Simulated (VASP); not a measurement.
# TaC in VASP: single point with PBEsol

Aim: the single point of TaC with PBEsol.

All numbers are computed with VASP 6.6.1; they aren't measurements. Logs are shortened: lines on timing, memory, paths and dates and some standing lists are left out, and cuts for length are marked.

### Step 1. The cell of the first run

The cell holds a slab with vacuum, 14 atoms: a = 3.139 Å, b = 4.440 Å, c = 24.418 Å, α = 90.00°, β = 90.00°, γ = 90.00°.

### Step 2. Single point, PBEsol

File INCAR:

```
SYSTEM = TaC
ALGO = Normal ; DIPOL = 0.5 0.5 0.500
EDIFF = 1E-6 ; ENCUT = 520
GGA = PS ; IDIPOL = 3
ISIF = 2 ; ISMEAR = 0
LASPH = .True. ; LCHARG = .True.
LDIPOL = .True. ; LELF = .True.
LREAL = .False. ; LVACPOTAV = .True.
LVHAR = .True. ; LWAVE = .False.
NBANDS = 66 ; NELM = 80
PREC = Accurate ; SIGMA = 0.1
```

File KPOINTS:

```
k-points
0
Gamma
  5 4 1
  0 0 0
```

File POSCAR:

```
TaC
1.0
    3.1393031999      0.0000000000      0.0000000000
    0.0000000000      4.4396451617      0.0000000000
    0.0000000000      0.0000000000     24.4179095998
Ta C
7 7
Direct
    0.5000000000      0.5000000000      0.3071515999
    0.0000000000      0.0000000000      0.3714343999
    0.5000000000      0.5000000000      0.4357172000
    0.0000000000      0.0000000000      0.5000000000
    0.5000000000      0.5000000000      0.5642828000
    0.0000000000      0.0000000000      0.6285656001
    0.5000000000      0.5000000000      0.6928484001
    0.5000000000      0.0000000000      0.3071515999
    0.0000000000      0.5000000000      0.3714343999
    0.5000000000      0.0000000000      0.4357172000
    0.0000000000      0.5000000000      0.5000000000
    0.5000000000      0.0000000000      0.5642828000
    0.0000000000      0.5000000000      0.6285656001
    0.5000000000      0.0000000000      0.6928484001
```

Potentials or basis: VASP PAW PBE potentials, release 64 (Ta_pv, C).

On the command line:

```
$ cat potpaw_PBE.64/Ta_pv/POTCAR potpaw_PBE.64/C/POTCAR > POTCAR
$ mpirun -np 1 vasp_std > vasp.out
```

OUTCAR:

```text
SYSTEM = TaC
   EDIFF = 1E-6
   ENCUT = 520
   GGA = PS
   ISIF = 2
   ISMEAR = 0
   LASPH = .True.
   LREAL = .False.
   NELM = 80
   PREC = Accurate

 ion  position               nearest neighbor table
   1  0.500  0.500  0.307-   9 2.22   9 2.22   8 2.22   8 2.22   2 3.14   2 3.14   2 3.14   2 3.14
                             3 3.14
   2  0.000  0.000  0.371-   8 2.22   8 2.22   9 2.22   9 2.22  10 2.22  10 2.22   1 3.14   1 3.14
                             1 3.14   1 3.14   3 3.14   3 3.14   3 3.14   3 3.14   4 3.14
   3  0.500  0.500  0.436-  11 2.22  11 2.22  10 2.22  10 2.22   9 2.22   9 2.22   5 3.14   4 3.14
                             4 3.14   4 3.14   4 3.14   2 3.14   2 3.14   2 3.14   2 3.14   1 3.14
   4  0.000  0.000  0.500-  10 2.22  12 2.22  10 2.22  12 2.22  11 2.22  11 2.22   5 3.14   5 3.14
                             3 3.14   5 3.14   3 3.14   3 3.14   3 3.14   5 3.14   2 3.14   6 3.14
   5  0.500  0.500  0.564-  11 2.22  11 2.22  12 2.22  12 2.22  13 2.22  13 2.22   3 3.14   4 3.14
                             4 3.14   4 3.14   4 3.14   6 3.14   6 3.14   6 3.14   6 3.14   7 3.14
   6  0.000  0.000  0.629-  14 2.22  14 2.22  13 2.22  13 2.22  12 2.22  12 2.22   7 3.14   7 3.14
                             7 3.14   7 3.14   5 3.14   5 3.14   5 3.14   5 3.14   4 3.14
   7  0.500  0.500  0.693-  13 2.22  13 2.22  14 2.22  14 2.22   6 3.14   6 3.14   6 3.14   6 3.14
                             5 3.14
   8  0.500  0.000  0.307-   2 2.22   2 2.22   1 2.22   1 2.22
   9  0.000  0.500  0.371-   1 2.22   1 2.22   2 2.22   2 2.22   3 2.22   3 2.22
  10  0.500  0.000  0.436-   4 2.22   4 2.22   3 2.22   3 2.22   2 2.22   2 2.22
  11  0.000  0.500  0.500-   3 2.22   5 2.22   3 2.22   5 2.22   4 2.22   4 2.22
  12  0.500  0.000  0.564-   4 2.22   4 2.22   5 2.22   5 2.22   6 2.22   6 2.22
  13  0.000  0.500  0.629-   7 2.22   7 2.22   6 2.22   6 2.22   5 2.22   5 2.22
  14  0.500  0.000  0.693-   6 2.22   6 2.22   7 2.22   7 2.22

  LATTYP: Found a simple orthorhombic cell.
 ALAT       =     3.1393031999
 B/A-ratio  =     1.4142135624
 C/A-ratio  =     7.7781303827

  Lattice vectors:

 A1 = (   3.1393031999,   0.0000000000,   0.0000000000)
 A2 = (   0.0000000000,   4.4396451617,   0.0000000000)
 A3 = (   0.0000000000,   0.0000000000,  24.4179095998)

Analysis of symmetry for initial positions (statically):
=====================================================================
 Subroutine PRICEL returns:
 Original cell was already a primitive cell.

 Routine SETGRP: Setting up the symmetry group for a
 simple orthorhombic supercell.

 Subroutine GETGRP returns: Found  8 space group operations
 (whereof  8 operations were pure point group operations)
 out of a pool of  8 trial point group operations.

The static configuration has the point symmetry D_2h.

Analysis of symmetry for dynamics (positions and initial velocities):
=====================================================================
 Subroutine PRICEL returns:
 Original cell was already a primitive cell.

 Routine SETGRP: Setting up the symmetry group for a
 simple orthorhombic supercell.

 Subroutine GETGRP returns: Found  8 space group operations
 (whereof  8 operations were pure point group operations)
 out of a pool of  8 trial point group operations.

The dynamic configuration has the point symmetry D_2h.

 Subroutine INISYM returns: Found  8 space group operations
 (whereof  8 operations are pure point group operations),
 and found     1 'primitive' translations

----------------------------------------------------------------------------------------

                                     Primitive cell

  volume of cell :     340.3220

  direct lattice vectors                    reciprocal lattice vectors
     3.139303200  0.000000000  0.000000000     0.318542026  0.000000000  0.000000000
     0.000000000  4.439645162  0.000000000     0.000000000  0.225243226  0.000000000
     0.000000000  0.000000000 24.417909600     0.000000000  0.000000000  0.040953547

  length of vectors
     3.139303200  4.439645162 24.417909600     0.318542026  0.225243226  0.040953547

  position of ions in fractional coordinates (direct lattice)
     0.500000000  0.500000000  0.307151600
     0.000000000  0.000000000  0.371434400
     0.500000000  0.500000000  0.435717200
     0.000000000  0.000000000  0.500000000
     0.500000000  0.500000000  0.564282800
[... 49 lines left out ...]
 ===========================================

 Found      9 irreducible k-points:

 Following reciprocal coordinates:
            Coordinates               Weight
  0.000000  0.000000  0.000000      1.000000
  0.200000  0.000000  0.000000      2.000000
  0.400000  0.000000  0.000000      2.000000
  0.000000  0.250000  0.000000      2.000000
  0.200000  0.250000  0.000000      4.000000
  0.400000  0.250000  0.000000      4.000000
  0.000000  0.500000  0.000000      1.000000
  0.200000  0.500000  0.000000      2.000000
  0.400000  0.500000  0.000000      2.000000
   k-points           NKPTS =      9   k-points in BZ     NKDIM =      9   number of bands    NBANDS=     66
   number of dos      NEDOS =    301   number of ions     NIONS =     14
   total plane-waves  NPLWV = 165888
   dimension x,y,z NGX =    24 NGY =   36 NGZ =  192
   dimension x,y,z NGXF=    48 NGYF=   72 NGZF=  384
   ions per type =               7   7
   NGX,Y,Z   is equivalent  to a cutoff of  12.71, 13.48, 13.07 a.u.
   NGXF,Y,Z  is equivalent  to a cutoff of  25.42, 26.96, 26.14 a.u.
 SYSTEM =  TaC
   PREC   = accura    normal or accurate (medium, high low for compatibility)
   ISTART =      0    job   : 0-new  1-cont  2-samecut
   ICHARG =      2    charge: 1-file 2-atom 10-const
   ISPIN  =      1    spin polarized calculation?
   LNONCOLLINEAR =      F non collinear calculations
   LSORBIT =      F    spin-orbit coupling
   LASPH  =      T    aspherical Exc in radial PAW
   ENCUT  =  520.0 eV  38.22 Ry    6.18 a.u.   5.84  8.25 45.40*2*pi/ulx,y,z
   NELM   =     80;   NELMIN=  2; NELMDL= -5     # of ELM steps
   EDIFF  = 0.1E-05   stopping-criterion for ELM
   LREAL  =      F    real-space projection
   EDIFFG = 0.1E-04   stopping-criterion for IOM
   NSW    =      0    number of steps for IOM
   IBRION =     -1    ionic relax: 0-MD 1-quasi-New 2-CG
   NFREE  =      0    steps in history (QN), initial steepest desc. (CG)
   ISIF   =      2    stress and relaxation
   ISYM   =      2    0-nonsym 1-usesym 2-fastsym
   POTIM  = 0.5000    time-step for ionic-motion
   TEBEG  =    0.0;   TEEND  =   0.0 temperature during run
   PSTRESS=    0.0 pullay stress
   NELECT =     105.0000    total number of electrons
   NUPDOWN=      -1.0000    fix difference up-down
   EMIN   =  10.00;   EMAX   =-10.00  energy-range for DOS
   EFERMI =   0.00;   METHOD = LEGACY
   ISMEAR =     0;   SIGMA  =   0.10  broadening in eV -4-tet -1-fermi 0-gaus
   EFERMI_NEDOS =   21; number of points for ismear=-14 and -15
   IALGO  =     38    algorithm
   IMIX   =      4    mixing-type and parameters
     AMIX     =   0.40;   BMIX     =  1.00
     AMIX_MAG =   1.60;   BMIX_MAG =  1.00
  volume/ion in A,a.u.               =      24.31       164.04
  Fermi-wavevector in a.u.,A,eV,Ry     =   1.106219  2.090452 16.649739  1.223721
  Thomas-Fermi vector in A             =   2.242717
   LORBIT       =      0    0 simple, 1 ext, 2 COOP (PROOUT), +10 PAW based schemes
   GGA     = PS    functional components
   LHFCALC =     F    Hartree Fock is set to
   AEXX    =    0.0000 exact exchange contribution
   IVDW    =     0    specifies the selected vdW correction
   LEPSILON=     F    determine dielectric tensor
   LRPA    =     F    only Hartree local field effects (RPA)
 non-spin polarized calculation
 Gauss-broadening in eV      SIGMA  =   0.10
  energy-cutoff  :      520.00
  volume of cell :      340.32
 maximum number of plane-waves:      9196
 NGX is ok and might be reduce to    24
   NGX = 11   NGY = 17   NGZ = 91

 dipolmoment           0.000000      0.000000     -0.000000 electrons x Angstroem

 number of electron     105.0000005 magnetization

 dipolmoment           0.000000      0.000000      0.000000 electrons x Angstroem

 Free energy of the ion-electron system (eV)
  ---------------------------------------------------
  ext. energy  EPLUGINS =         0.00000000
  ---------------------------------------------------
  free energy    TOTEN  =      -157.71853586 eV

  energy without entropy =     -157.68470637  energy(sigma->0) =     -157.70162111

 E-fermi :   1.5028     XC(G=0):  -6.9488

 val. band max:        1.5006992229   @ k =   0.4000   0.5000   0.0000
 cond. band min:       1.5454664444   @ k =   0.0000   0.2500   0.0000
 fundamental gap:      0.0447672215
 Fermi energy:         1.5028436809

 k-point     1 :       0.0000    0.0000    0.0000
  band No.  band energies     occupation
      1     -33.9823      2.00000
      2     -33.9077      2.00000
      3     -33.8535      2.00000
      4     -33.8476      2.00000
      5     -33.7389      2.00000
      6     -33.7388      2.00000
[... 592 lines left out ...]
     63       4.3443      0.00000
     64       4.4242      0.00000
 [bands above 64 left out]

------------------------ aborting loop because EDIFF is reached ----------------------------------------

  FORCE on cell =-STRESS in cart. coord.  units (eV):
  Direction    XX          YY          ZZ          XY          YZ          ZX
  --------------------------------------------------------------------------------------
  -------------------------------------------------------------------------------------
  Total       -5.5340962    -11.2002326     -8.6415350      0.0000000      0.0000000      0.0000000
  in kB      -26.0535724    -52.7287673    -40.6828595      0.0000000      0.0000000      0.0000000
  external PRESSURE =     -39.8217330 kB  Pullay stress =       0.0000000 kB

 VOLUME and BASIS-vectors are now :
 -----------------------------------------------------------------------------
  energy-cutoff  :      520.00
  volume of cell :      340.32
      direct lattice vectors                 reciprocal lattice vectors
     3.139303200  0.000000000  0.000000000     0.318542026  0.000000000  0.000000000
     0.000000000  4.439645162  0.000000000     0.000000000  0.225243226  0.000000000
     0.000000000  0.000000000 24.417909600     0.000000000  0.000000000  0.040953547

 POSITION                                       TOTAL-FORCE (eV/Angst)
 -----------------------------------------------------------------------------------
      1.56965      2.21982      7.50000         0.000000     -0.000000      3.052333
      0.00000      0.00000      9.06965         0.000000     -0.000000     -1.214013
      1.56965      2.21982     10.63930         0.000000     -0.000000     -0.484944
      0.00000      0.00000     12.20895         0.000000     -0.000000      0.000000
      1.56965      2.21982     13.77861         0.000000     -0.000000      0.484944
      0.00000      0.00000     15.34826         0.000000     -0.000000      1.214013
      1.56965      2.21982     16.91791         0.000000     -0.000000     -3.052333
      1.56965      0.00000      7.50000         0.000000      0.000000     -0.281022
      0.00000      2.21982      9.06965         0.000000     -0.000000     -1.374501
      1.56965      0.00000     10.63930         0.000000     -0.000000      0.080682
      0.00000      2.21982     12.20895         0.000000     -0.000000      0.000000
      1.56965      0.00000     13.77861         0.000000     -0.000000     -0.080682
      0.00000      2.21982     15.34826         0.000000     -0.000000      1.374501
      1.56965      0.00000     16.91791         0.000000     -0.000000      0.281022
 -----------------------------------------------------------------------------------
    total drift:                                0.000000     -0.000000     -0.000000

  FREE ENERGIE OF THE ION-ELECTRON SYSTEM (eV)
  ---------------------------------------------------
  free  energy   TOTEN  =      -157.7185358565 eV

  energy  without entropy=     -157.6847063708  energy(sigma->0) =     -157.70162111

 vacuum level on the upper side and lower side of the slab         5.452         5.452
```

Wall time 7.9 min (1 thread of Intel Xeon Platinum 8488C (Sapphire Rapids), shared host); peak memory 0.48 GiB.

What came out:

```
Free energy   : -157.7185 eV
Largest force : 3.052 eV/Å
```

Forces on the atoms (eV/Å):
```
Ta   0.000  0.000  3.052
Ta   0.000  0.000 -1.214
Ta   0.000  0.000 -0.485
Ta   0.000  0.000  0.000
Ta   0.000  0.000  0.485
Ta   0.000  0.000  1.214
Ta   0.000  0.000 -3.052
C    0.000  0.000 -0.281
C    0.000  0.000 -1.375
C    0.000  0.000  0.081
C    0.000  0.000  0.000
C    0.000  0.000 -0.081
C    0.000  0.000  1.375
C    0.000  0.000  0.281
```

Caveat: the k points lie up to 0.40 Å⁻¹ apart; the PAW data sets were made with another functional, which shifts forces and pressure a little; spin-orbit coupling is left out, which moves the levels of the heavy elements.
